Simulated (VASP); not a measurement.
# InS4 (Pm-3m) in VASP: single point with PBE

Aim: the single point of InS4 with PBE.

All numbers are computed with VASP 6.6.1; they aren't measurements. Logs are shortened: lines on timing, memory, paths and dates and some standing lists are left out, and cuts for length are marked.

## Step 1: The cell of the first run

It takes space group Pm-3m (No. 221, cubic). The conventional cell has a = 4.947 Å, b = 4.947 Å, c = 4.947 Å, α = 90.00°, β = 90.00°, γ = 90.00°. Within 4.6 Å of In (site symmetry m-3m) lie 20 S at 3.50 to 4.28 Å. Within 3.3 Å of S (site symmetry 4/mmm) lie 2 S at 2.47 Å. Within 3.3 Å of S (site symmetry m-3m) lie 6 S at 2.47 Å.

## Step 2: Single point, PBE

INCAR reads:

```
  PREC = Accurate
  ENCUT = 520
  EDIFF = 1E-6
  ISMEAR = 0
  SIGMA = 0.1
  LREAL = False
  LASPH = True
  NELM = 100
  ALGO = Normal
  ISIF = 2
  LWAVE = False
  LCHARG = False
  GGA = PE
  NBANDS = 26
```

KPOINTS reads:

```
regular mesh
0
Gamma
  4 4 4
```

POSCAR reads:

```
InS4
1.0
    4.9468338600      0.0000000000      0.0000000000
    0.0000000000      4.9468338600      0.0000000000
    0.0000000000      0.0000000000      4.9468338600
In S
1 4
Direct
    0.5000000000      0.5000000000      0.5000000000
    0.5000000000      0.0000000000      0.0000000000
    0.0000000000      0.5000000000      0.0000000000
    0.0000000000      0.0000000000      0.5000000000
    0.0000000000      0.0000000000      0.0000000000
```

Potentials or basis: VASP PAW PBE potentials, release 64 (In_d, S).

Started as:

```console
$ cat potpaw_PBE.64/In_d/POTCAR potpaw_PBE.64/S/POTCAR > POTCAR
$ mpirun -np 1 vasp_std > vasp.out
```

OUTCAR:

```text
PREC = Accurate
   ENCUT = 520
   EDIFF = 1E-6
   ISMEAR = 0
   LREAL = False
   LASPH = True
   NELM = 100
   ISIF = 2
   GGA = PE

 ion  position               nearest neighbor table
   1  0.500  0.500  0.500-
   2  0.500  0.000  0.000-   5 2.47   5 2.47
   3  0.000  0.500  0.000-   5 2.47   5 2.47
   4  0.000  0.000  0.500-   5 2.47   5 2.47
   5  0.000  0.000  0.000-   2 2.47   3 2.47   4 2.47   4 2.47   3 2.47   2 2.47

  LATTYP: Found a simple cubic cell.
 ALAT       =     4.9468338600

  Lattice vectors:

 A1 = (   4.9468338600,   0.0000000000,   0.0000000000)
 A2 = (   0.0000000000,   4.9468338600,   0.0000000000)
 A3 = (   0.0000000000,   0.0000000000,   4.9468338600)

Analysis of symmetry for initial positions (statically):
=====================================================================
 Subroutine PRICEL returns:
 Original cell was already a primitive cell.

 Routine SETGRP: Setting up the symmetry group for a
 simple cubic supercell.

 Subroutine GETGRP returns: Found 48 space group operations
 (whereof 48 operations were pure point group operations)
 out of a pool of 48 trial point group operations.

The static configuration has the point symmetry O_h .

Analysis of symmetry for dynamics (positions and initial velocities):
=====================================================================
 Subroutine PRICEL returns:
 Original cell was already a primitive cell.

 Routine SETGRP: Setting up the symmetry group for a
 simple cubic supercell.

 Subroutine GETGRP returns: Found 48 space group operations
 (whereof 48 operations were pure point group operations)
 out of a pool of 48 trial point group operations.

The dynamic configuration has the point symmetry O_h .

 Subroutine INISYM returns: Found 48 space group operations
 (whereof 48 operations are pure point group operations),
 and found     1 'primitive' translations

----------------------------------------------------------------------------------------

                                     Primitive cell

  volume of cell :     121.0548

  direct lattice vectors                    reciprocal lattice vectors
     4.946833860  0.000000000  0.000000000     0.202149502  0.000000000  0.000000000
     0.000000000  4.946833860  0.000000000     0.000000000  0.202149502  0.000000000
     0.000000000  0.000000000  4.946833860     0.000000000  0.000000000  0.202149502

  length of vectors
     4.946833860  4.946833860  4.946833860     0.202149502  0.202149502  0.202149502

  position of ions in fractional coordinates (direct lattice)
     0.500000000  0.500000000  0.500000000
     0.500000000  0.000000000  0.000000000
     0.000000000  0.500000000  0.000000000
     0.000000000  0.000000000  0.500000000
     0.000000000  0.000000000  0.000000000

  ion indices of the primitive-cell ions
   primitive index   ion index
                 1           1
                 2           2
                 3           3
                 4           4
                 5           5

----------------------------------------------------------------------------------------

 KPOINTS: regular mesh

Automatic generation of k-mesh.
 Grid dimensions read from file:
 generate k-points for:    4    4    4

 Generating k-lattice:

  Cartesian coordinates                     Fractional coordinates (reciprocal lattice)
     0.050537375  0.000000000  0.000000000     0.250000000  0.000000000  0.000000000
     0.000000000  0.050537375  0.000000000     0.000000000  0.250000000  0.000000000
     0.000000000  0.000000000  0.050537375     0.000000000  0.000000000  0.250000000

  Length of vectors
     0.050537375  0.050537375  0.050537375

  Shift w.r.t. Gamma in fractional coordinates (k-lattice)
     0.000000000  0.000000000  0.000000000

 Subroutine IBZKPT returns following result:
 ===========================================

 Found     10 irreducible k-points:

 Following reciprocal coordinates:
            Coordinates               Weight
  0.000000  0.000000  0.000000      1.000000
  0.250000  0.000000  0.000000      6.000000
  0.500000  0.000000  0.000000      3.000000
  0.250000  0.250000  0.000000     12.000000
  0.500000  0.250000  0.000000     12.000000
  0.500000  0.500000  0.000000      3.000000
  0.250000  0.250000  0.250000      8.000000
  0.500000  0.250000  0.250000     12.000000
  0.500000  0.500000  0.250000      6.000000
  0.500000  0.500000  0.500000      1.000000
   k-points           NKPTS =     10   k-points in BZ     NKDIM =     10   number of bands    NBANDS=     26
   number of dos      NEDOS =    301   number of ions     NIONS =      5
   total plane-waves  NPLWV =  64000
   dimension x,y,z NGX =    40 NGY =   40 NGZ =   40
   dimension x,y,z NGXF=    80 NGYF=   80 NGZF=   80
   ions per type =               1   4
   NGX,Y,Z   is equivalent  to a cutoff of  13.44, 13.44, 13.44 a.u.
   NGXF,Y,Z  is equivalent  to a cutoff of  26.89, 26.89, 26.89 a.u.
 SYSTEM =  unknown system
   PREC   = accura    normal or accurate (medium, high low for compatibility)
   ISTART =      0    job   : 0-new  1-cont  2-samecut
   ICHARG =      2    charge: 1-file 2-atom 10-const
   ISPIN  =      1    spin polarized calculation?
   LNONCOLLINEAR =      F non collinear calculations
   LSORBIT =      F    spin-orbit coupling
   LASPH  =      T    aspherical Exc in radial PAW
   ENCUT  =  520.0 eV  38.22 Ry    6.18 a.u.   9.20  9.20  9.20*2*pi/ulx,y,z
   NELM   =    100;   NELMIN=  2; NELMDL= -5     # of ELM steps
   EDIFF  = 0.1E-05   stopping-criterion for ELM
   LREAL  =      F    real-space projection
   EDIFFG = 0.1E-04   stopping-criterion for IOM
   NSW    =      0    number of steps for IOM
   IBRION =     -1    ionic relax: 0-MD 1-quasi-New 2-CG
   NFREE  =      0    steps in history (QN), initial steepest desc. (CG)
   ISIF   =      2    stress and relaxation
   ISYM   =      2    0-nonsym 1-usesym 2-fastsym
   POTIM  = 0.5000    time-step for ionic-motion
   TEBEG  =    0.0;   TEEND  =   0.0 temperature during run
   PSTRESS=    0.0 pullay stress
   NELECT =      37.0000    total number of electrons
   NUPDOWN=      -1.0000    fix difference up-down
   EMIN   =  10.00;   EMAX   =-10.00  energy-range for DOS
   EFERMI =   0.00;   METHOD = LEGACY
   ISMEAR =     0;   SIGMA  =   0.10  broadening in eV -4-tet -1-fermi 0-gaus
   EFERMI_NEDOS =   21; number of points for ismear=-14 and -15
   IALGO  =     38    algorithm
   IMIX   =      4    mixing-type and parameters
     AMIX     =   0.40;   BMIX     =  1.00
     AMIX_MAG =   1.60;   BMIX_MAG =  1.00
  volume/ion in A,a.u.               =      24.21       163.38
  Fermi-wavevector in a.u.,A,eV,Ry     =   1.102761  2.083916 16.545799  1.216082
  Thomas-Fermi vector in A             =   2.239209
   LORBIT       =      0    0 simple, 1 ext, 2 COOP (PROOUT), +10 PAW based schemes
   GGA     = PE    functional components
   LHFCALC =     F    Hartree Fock is set to
   AEXX    =    0.0000 exact exchange contribution
   IVDW    =     0    specifies the selected vdW correction
   LEPSILON=     F    determine dielectric tensor
   LRPA    =     F    only Hartree local field effects (RPA)
 non-spin polarized calculation
 Gauss-broadening in eV      SIGMA  =   0.10
  energy-cutoff  :      520.00
  volume of cell :      121.05
 maximum number of plane-waves:      3294
 NGX is ok and might be reduce to    40
   NGX = 19   NGY = 19   NGZ = 19

 number of electron      37.0000006 magnetization

 Free energy of the ion-electron system (eV)
  ---------------------------------------------------
  ext. energy  EPLUGINS =         0.00000000
  ---------------------------------------------------
  free energy    TOTEN  =       -16.57279570 eV

  energy without entropy =      -16.54370577  energy(sigma->0) =      -16.55825074

 E-fermi :   3.3786     XC(G=0):  -9.2701

 val. band max:        3.3576952369   @ k =   0.5000   0.5000   0.0000
 cond. band min:       3.3942108868   @ k =   0.2500   0.0000   0.0000
 fundamental gap:      0.0365156499
 Fermi energy:         3.3785821877

 k-point     1 :       0.0000    0.0000    0.0000
  band No.  band energies     occupation
      1     -11.5465      2.00000
      2     -10.2404      2.00000
      3     -10.2404      2.00000
      4     -10.2270      2.00000
      5     -10.2270      2.00000
      6     -10.2270      2.00000
[... 18 lines left out ...]
     25       9.2090      0.00000
     26       9.3156      0.00000

 k-point     2 :       0.2500    0.0000    0.0000
  band No.  band energies     occupation
      1     -11.3846      2.00000
      2     -10.2373      2.00000
      3     -10.2365      2.00000
      4     -10.2289      2.00000
      5     -10.2289      2.00000
      6     -10.2269      2.00000
[... 18 lines left out ...]
     25       8.6963      0.00000
     26       9.3822      0.00000

 k-point     3 :       0.5000    0.0000    0.0000
  band No.  band energies     occupation
      1     -11.1843      2.00000
      2     -10.2342      2.00000
      3     -10.2329      2.00000
      4     -10.2309      2.00000
      5     -10.2309      2.00000
      6     -10.2268      2.00000
[... 18 lines left out ...]
     25       8.3879      0.00000
     26       9.5998      0.00000

 k-point     4 :       0.2500    0.2500    0.0000
  band No.  band energies     occupation
      1     -11.2163      2.00000
      2     -10.2353      2.00000
      3     -10.2323      2.00000
      4     -10.2288      2.00000
      5     -10.2287      2.00000
      6     -10.2283      2.00000
[... 18 lines left out ...]
     25       8.4403      0.00000
     26      10.5067      0.00000
[... 90 lines left out ...]
      1     -10.8102      2.00000
      2     -10.2402      2.00000
      3     -10.2356      2.00000
      4     -10.2284      2.00000
      5     -10.2255      2.00000
      6     -10.2157      2.00000
[... 18 lines left out ...]
     25       8.5701      0.00000
     26      11.5852      0.00000

 k-point     9 :       0.5000    0.5000    0.2500
  band No.  band energies     occupation
      1     -10.5581      2.00000
      2     -10.2411      2.00000
      3     -10.2411      2.00000
      4     -10.2264      2.00000
      5     -10.2227      2.00000
      6     -10.1990      2.00000
[... 18 lines left out ...]
     25       8.3836      0.00000
     26      12.3909      0.00000

 k-point    10 :       0.5000    0.5000    0.5000
  band No.  band energies     occupation
      1     -10.2515      2.00000
      2     -10.2515      2.00000
      3     -10.2515      2.00000
      4     -10.2225      2.00000
      5     -10.2225      2.00000
      6     -10.1710      2.00000
[... 18 lines left out ...]
     25       9.0383      0.00000
     26      11.8316      0.00000

------------------------ aborting loop because EDIFF is reached ----------------------------------------

  FORCE on cell =-STRESS in cart. coord.  units (eV):
  Direction    XX          YY          ZZ          XY          YZ          ZX
  --------------------------------------------------------------------------------------
  -------------------------------------------------------------------------------------
  Total       -4.8485002     -4.8485002     -4.8485002     -0.0000000      0.0000000     -0.0000000
  in kB      -64.1705891    -64.1705891    -64.1705891     -0.0000000      0.0000000     -0.0000000
  external PRESSURE =     -64.1705891 kB  Pullay stress =       0.0000000 kB

 VOLUME and BASIS-vectors are now :
 -----------------------------------------------------------------------------
  energy-cutoff  :      520.00
  volume of cell :      121.05
      direct lattice vectors                 reciprocal lattice vectors
     4.946833860  0.000000000  0.000000000     0.202149502  0.000000000  0.000000000
     0.000000000  4.946833860  0.000000000     0.000000000  0.202149502  0.000000000
     0.000000000  0.000000000  4.946833860     0.000000000  0.000000000  0.202149502

 POSITION                                       TOTAL-FORCE (eV/Angst)
 -----------------------------------------------------------------------------------
      2.47342      2.47342      2.47342         0.000000      0.000000      0.000000
      2.47342      0.00000      0.00000         0.000000      0.000000      0.000000
      0.00000      2.47342      0.00000         0.000000      0.000000      0.000000
      0.00000      0.00000      2.47342         0.000000      0.000000      0.000000
      0.00000      0.00000      0.00000         0.000000      0.000000      0.000000
 -----------------------------------------------------------------------------------
    total drift:                               -0.000000      0.000000     -0.000000

  FREE ENERGIE OF THE ION-ELECTRON SYSTEM (eV)
  ---------------------------------------------------
  free  energy   TOTEN  =       -16.5727957009 eV

  energy  without entropy=      -16.5437057731  energy(sigma->0) =      -16.55825074
```

Run time: 18 s. Hardware: 1 thread of Intel Xeon 6975P-C (Granite Rapids), shared host; peak memory 0.24 GiB.

Results:

```yaml
Free_energy: -16.5728 eV
Pressure: -6.4 GPa
```

Levels at points of the mesh, in eV from the Fermi level:
```tsv
k point	band 15	band 16	band 17	band 18	band 19	band 20	band 21	band 22
(0.00, 0.00, 0.00)	-0.93	-0.93	-0.61	-0.61	-0.61	4.86	4.86	4.86
(0.50, 0.00, 0.00)	-1.55	-0.98	-0.65	-0.59	-0.59	1.30	3.07	4.61
(0.50, 0.50, 0.00)	-1.29	-1.10	-0.63	-0.63	-0.41	-0.02	0.47	3.39
(0.50, 0.50, 0.50)	-1.20	-1.20	-1.07	-1.07	0.48	0.48	0.48	0.61
```

Caveat: spin-orbit coupling is left out, which moves the levels of the heavy elements.
